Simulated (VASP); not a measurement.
# SiO2 (I-42d) in VASP: further runs, part 3 of 3

VASP 6.6.1. Earlier steps stand in the parts before.

### 5 Single point, PBE (13.22 Å³/atom)

This run uses another cell than the first one, of 13.22 Å³/atom.

The input, INCAR:

```
SYSTEM = SiO2
PREC = Accurate
ENCUT = 520
EDIFF = 1E-7
ISMEAR = -1
SIGMA = 0.03
LREAL = .False.
LASPH = .True.
NELM = 100
ALGO = Normal
ISIF = 2
LWAVE = .False.
LCHARG = .True.
GGA = PE
LELF = .True.
LVHAR = .True.
NBANDS = 25
```

The input, KPOINTS:

```
Automatic mesh
0
Gamma
  7 7 7
  0 0 0
```

The input, POSCAR:

```
SiO2
1.0
   -2.3255864014      2.3255864014      3.6675703910
    2.3255864014     -2.3255864014      3.6675703910
    2.3255864014      2.3255864014     -3.6675703910
Si O
2 4
Direct
    0.0000000000      0.0000000000      0.0000000000
    0.7500000000      0.2500000000      0.5000000000
    0.9983800000      0.6250000000      0.8733800000
    0.3750000000      0.2483800000      0.3733800000
    0.7516200000      0.1250000000      0.1266200000
    0.8750000000      0.0016200000      0.6266200000
```

Potentials or basis: VASP PAW PBE potentials, release 64 (Si, O).

The run is started by

```sh
cat potpaw_PBE.64/Si/POTCAR potpaw_PBE.64/O/POTCAR > POTCAR
mpirun -np 1 vasp_std > vasp.out
```

OUTCAR:

```text
SYSTEM = SiO2
   PREC = Accurate
   ENCUT = 520
   EDIFF = 1E-7
   ISMEAR = -1
   LREAL = .False.
   LASPH = .True.
   NELM = 100
   ISIF = 2
   GGA = PE

 ion  position               nearest neighbor table
   1  0.000  0.000  0.000-   3 1.59   4 1.59   5 1.59   6 1.59   2 2.96   2 2.96   2 2.96   2 2.96

   2  0.750  0.250  0.500-   3 1.59   4 1.59   5 1.59   6 1.59   1 2.96   1 2.96   1 2.96   1 2.96

   3  0.998  0.625  0.873-   1 1.59   2 1.59
   4  0.375  0.248  0.373-   1 1.59   2 1.59
   5  0.752  0.125  0.127-   1 1.59   2 1.59
   6  0.875  0.002  0.627-   1 1.59   2 1.59

  LATTYP: Found a body centered tetragonal cell.
 ALAT       =     4.6511728028
 C/A-ratio  =     1.5770518734

  Lattice vectors:

 A1 = (  -2.3255864014,   2.3255864014,   3.6675703910)
 A2 = (   2.3255864014,  -2.3255864014,   3.6675703910)
 A3 = (   2.3255864014,   2.3255864014,  -3.6675703910)

Analysis of symmetry for initial positions (statically):
=====================================================================
 Subroutine PRICEL returns:
 Original cell was already a primitive cell.

 Routine SETGRP: Setting up the symmetry group for a
 body centered tetragonal supercell.

 Subroutine GETGRP returns: Found  8 space group operations
 (whereof  4 operations were pure point group operations)
 out of a pool of 16 trial point group operations.

The static configuration has the point symmetry S_4 .
 The point group associated with its full space group is D_2d.

Analysis of symmetry for dynamics (positions and initial velocities):
=====================================================================
 Subroutine PRICEL returns:
 Original cell was already a primitive cell.

 Routine SETGRP: Setting up the symmetry group for a
 body centered tetragonal supercell.

 Subroutine GETGRP returns: Found  8 space group operations
 (whereof  4 operations were pure point group operations)
 out of a pool of 16 trial point group operations.

The dynamic configuration has the point symmetry S_4 .
 The point group associated with its full space group is D_2d.

 Subroutine INISYM returns: Found  8 space group operations
 (whereof  4 operations are pure point group operations),
 and found     1 'primitive' translations

----------------------------------------------------------------------------------------

                                     Primitive cell

  volume of cell :      79.3420

  direct lattice vectors                    reciprocal lattice vectors
    -2.325586401  2.325586401  3.667570391     0.000000000  0.214999537  0.136330035
     2.325586401 -2.325586401  3.667570391     0.214999537  0.000000000  0.136330035
     2.325586401  2.325586401 -3.667570391     0.214999537  0.214999537  0.000000000

  length of vectors
     4.926233530  4.926233530  4.926233530     0.254579417  0.254579417  0.304055261

  position of ions in fractional coordinates (direct lattice)
     0.000000000  0.000000000  0.000000000
     0.750000000  0.250000000  0.500000000
     0.998380000  0.625000000  0.873380000
[... 35 lines left out ...]
 ===========================================

 Found     40 irreducible k-points:

 Following reciprocal coordinates:
            Coordinates               Weight
  0.000000  0.000000  0.000000      1.000000
  0.142857  0.000000 -0.000000      8.000000
  0.285714  0.000000 -0.000000      8.000000
  0.428571 -0.000000  0.000000      8.000000
  0.142857  0.142857  0.000000      8.000000
  0.285714  0.142857 -0.000000     16.000000
[... 16 lines left out ...]
 -0.142857  0.285714  0.142857      8.000000
 -0.428571  0.428571  0.142857      8.000000
 [... further k-points ...]
   k-points           NKPTS =     40   k-points in BZ     NKDIM =     40   number of bands    NBANDS=     25
   number of dos      NEDOS =    301   number of ions     NIONS =      6
   total plane-waves  NPLWV =  64000
   dimension x,y,z NGX =    40 NGY =   40 NGZ =   40
   dimension x,y,z NGXF=    80 NGYF=   80 NGZF=   80
   ions per type =               2   4
   NGX,Y,Z   is equivalent  to a cutoff of  13.50, 13.50, 13.50 a.u.
   NGXF,Y,Z  is equivalent  to a cutoff of  27.00, 27.00, 27.00 a.u.
 SYSTEM =  SiO2
   PREC   = accura    normal or accurate (medium, high low for compatibility)
   ISTART =      0    job   : 0-new  1-cont  2-samecut
   ICHARG =      2    charge: 1-file 2-atom 10-const
   ISPIN  =      1    spin polarized calculation?
   LNONCOLLINEAR =      F non collinear calculations
   LSORBIT =      F    spin-orbit coupling
   LASPH  =      T    aspherical Exc in radial PAW
   ENCUT  =  520.0 eV  38.22 Ry    6.18 a.u.   9.16  9.16  9.16*2*pi/ulx,y,z
   NELM   =    100;   NELMIN=  2; NELMDL= -5     # of ELM steps
   EDIFF  = 0.1E-06   stopping-criterion for ELM
   LREAL  =      F    real-space projection
   EDIFFG = 0.1E-05   stopping-criterion for IOM
   NSW    =      0    number of steps for IOM
   IBRION =     -1    ionic relax: 0-MD 1-quasi-New 2-CG
   NFREE  =      0    steps in history (QN), initial steepest desc. (CG)
   ISIF   =      2    stress and relaxation
   ISYM   =      2    0-nonsym 1-usesym 2-fastsym
   POTIM  = 0.5000    time-step for ionic-motion
   TEBEG  =    0.0;   TEEND  =   0.0 temperature during run
   PSTRESS=    0.0 pullay stress
   NELECT =      32.0000    total number of electrons
   NUPDOWN=      -1.0000    fix difference up-down
   EMIN   =  10.00;   EMAX   =-10.00  energy-range for DOS
   EFERMI =   0.00;   METHOD = LEGACY
   ISMEAR =    -1;   SIGMA  =   0.03  broadening in eV -4-tet -1-fermi 0-gaus
   EFERMI_NEDOS =   21; number of points for ismear=-14 and -15
   IALGO  =     38    algorithm
   IMIX   =      4    mixing-type and parameters
     AMIX     =   0.40;   BMIX     =  1.00
     AMIX_MAG =   1.60;   BMIX_MAG =  1.00
  volume/ion in A,a.u.               =      13.22        89.24
  Fermi-wavevector in a.u.,A,eV,Ry     =   1.209550  2.285717 19.905463  1.463010
  Thomas-Fermi vector in A             =   2.345124
   LORBIT       =      0    0 simple, 1 ext, 2 COOP (PROOUT), +10 PAW based schemes
   GGA     = PE    functional components
   LHFCALC =     F    Hartree Fock is set to
   AEXX    =    0.0000 exact exchange contribution
   IVDW    =     0    specifies the selected vdW correction
   LEPSILON=     F    determine dielectric tensor
   LRPA    =     F    only Hartree local field effects (RPA)
 non-spin polarized calculation
  energy-cutoff  :      520.00
  volume of cell :       79.34
 maximum number of plane-waves:      2150
 NGX is ok and might be reduce to    40
   NGX = 19   NGY = 19   NGZ = 19

 number of electron      31.9999986 magnetization

 Free energy of the ion-electron system (eV)
  ---------------------------------------------------
  ext. energy  EPLUGINS =         0.00000000
  ---------------------------------------------------
  free energy    TOTEN  =       -47.08267374 eV

  energy without entropy =      -47.08267374  energy(sigma->0) =      -47.08267374

 E-fermi :   0.9257     XC(G=0):  -8.7992

 val. band max:        0.2959366821   @ k =   0.0000   0.0000   0.0000
 cond. band min:       6.7418884943   @ k =   0.0000   0.0000   0.0000
 fundamental gap:      6.4459518123
 Fermi energy:         0.9257452417

 k-point     1 :       0.0000    0.0000    0.0000
  band No.  band energies     occupation
      1     -19.1311      2.00000
      2     -16.8378      2.00000
      3     -16.8150      2.00000
      4     -16.8150      2.00000
      5      -8.6309      2.00000
      6      -5.1312      2.00000
[... 661 lines left out ...]
     24      13.8019      0.00000
     25      14.1266      0.00000

 [... further k-points ...]

------------------------ aborting loop because EDIFF is reached ----------------------------------------

  FORCE on cell =-STRESS in cart. coord.  units (eV):
  Direction    XX          YY          ZZ          XY          YZ          ZX
  --------------------------------------------------------------------------------------
  -------------------------------------------------------------------------------------
  Total        8.1759497      8.1759497      7.4276682      0.0000000     -0.0000000      0.0000000
  in kB      165.0993579    165.0993579    149.9890895      0.0000000     -0.0000000      0.0000000
  external PRESSURE =     160.0626018 kB  Pullay stress =       0.0000000 kB

 VOLUME and BASIS-vectors are now :
 -----------------------------------------------------------------------------
  energy-cutoff  :      520.00
  volume of cell :       79.34
      direct lattice vectors                 reciprocal lattice vectors
    -2.325586401  2.325586401  3.667570391     0.000000000  0.214999537  0.136330035
     2.325586401 -2.325586401  3.667570391     0.214999537  0.000000000  0.136330035
     2.325586401  2.325586401 -3.667570391     0.214999537  0.214999537  0.000000000

 POSITION                                       TOTAL-FORCE (eV/Angst)
 -----------------------------------------------------------------------------------
      0.00000      0.00000      0.00000         0.000000     -0.000000      0.000000
      0.00000      2.32559      1.83379         0.000000     -0.000000     -0.000000
      1.16279      2.89945      2.75068         0.000000      1.011495     -0.000000
      0.57386      1.16279      0.91689         1.011495     -0.000000     -0.000000
     -1.16279      1.75172      2.75068         0.000000     -1.011495      0.000000
     -0.57386      3.48838      0.91689        -1.011495     -0.000000      0.000000
 -----------------------------------------------------------------------------------
    total drift:                               -0.000001     -0.000001     -0.000001

  FREE ENERGIE OF THE ION-ELECTRON SYSTEM (eV)
  ---------------------------------------------------
  free  energy   TOTEN  =       -47.0826737446 eV

  energy  without entropy=      -47.0826737446  energy(sigma->0) =      -47.08267374
```

Run time: 84 s. Hardware: 1 thread of Intel Xeon Platinum 8259CL at 2.50GHz (Skylake/Cascade Lake), shared host; peak memory 0.25 GiB.

What came out:

```yaml
Free_energy: -47.0827 eV
Pressure: 16.0 GPa
Largest_force: 1.011 eV/Å
Band_gap_on_the_k_mesh: 6.45 eV
```

Forces in eV/Å, atoms in the order of the input:
```
Si   0.000  0.000  0.000
Si   0.000  0.000  0.000
O    0.000  1.011  0.000
O    1.011  0.000  0.000
O    0.000 -1.011  0.000
O   -1.011  0.000  0.000
```

Levels at points of the mesh, in eV from the valence-band top:
```tsv
k point	band 14	band 15	band 16	band 17	band 18	band 19
(0.00, 0.00, 0.00)	-1.01	0.00	0.00	6.45	8.94	11.80
```

Caveat: the cell stands under pressure; an odd mesh through Γ misses points on the zone boundary, where band edges can lie; forces of over 1 eV/Å act on the atoms, so gaps and moduli don't describe the material at rest.

### 6 Summary

| cell | gap on the mesh (eV) | pressure (GPa) | largest force (eV/Å) |
| --- | --- | --- | --- |
| a = 5.001 Å, angles 123.3, 123.3, 84.3°, 6 atoms | 6.13 | 5.5 | 0.25 |
| a = 5.085 Å, angles 124.3, 124.3, 82.6°, 6 atoms | 5.86 | 0.2 | 0.09 |
| a = 4.973 Å, angles 123.0, 123.0, 84.9°, 6 atoms | 6.21 | 7.5 | 0.38 |
| a = 4.926 Å, angles 123.7, 123.7, 83.8°, 6 atoms | 6.45 | 16.0 | 1.01 |

Alike in all rows: task single point; level PBE; potentials or basis VASP PAW PBE potentials, release 64 (Si, O); no spin polarisation; k mesh 7 × 7 × 7; cutoff (eV) 520; smearing fermi-dirac 0.03 eV.

Caveats: an odd mesh through Γ misses points on the zone boundary, where band edges can lie; the cell stands under pressure (at least some runs); forces of over 1 eV/Å act on the atoms, so gaps and moduli don't describe the material at rest (at least some runs).

Absolute energies hang on the potentials; compare differences alone.
